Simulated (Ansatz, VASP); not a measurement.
**One calculation of LaLuAs2, two programs**

```
La As Lu
1.0
     4.22326    0.00000    0.00000
     0.00000    4.22326    0.00000
     0.00000    0.00000    5.95210
La As Lu
1 2 1
Direct
  0.00000 0.00000 0.00000
  0.00000 0.00000 0.50000
  0.50000 0.50000 0.00000
  0.50000 0.50000 0.50000
```

Alike in both runs: task single point; functional PBEsol; k mesh 4 × 4 × 4; occupations fermi-dirac, width 0.02 eV; no spin polarisation.

```csv
,VASP,Ansatz
version,VASP 6.6.1,Ansatz 0.2.0
potentials or method,"VASP PAW PBE potentials, release 64 (La, As, Lu)","plane waves, PAW"
plane-wave cutoff (eV),520,420
valence electrons in the cell,46,66
```

|  | VASP | Ansatz | Ansatz less VASP |
| --- | --- | --- | --- |
| pressure (GPa) | -2.8 | -3.0 | -0.13 |

VASP's potentials were made for PBE, not for PBEsol. VASP's potentials hold 46 valence electrons a cell and Ansatz's 66, so a difference there can come from the potentials and not from the codes.

The k mesh is coarse, so the values compare programs but aren't converged. Neither program's run includes spin-orbit coupling.
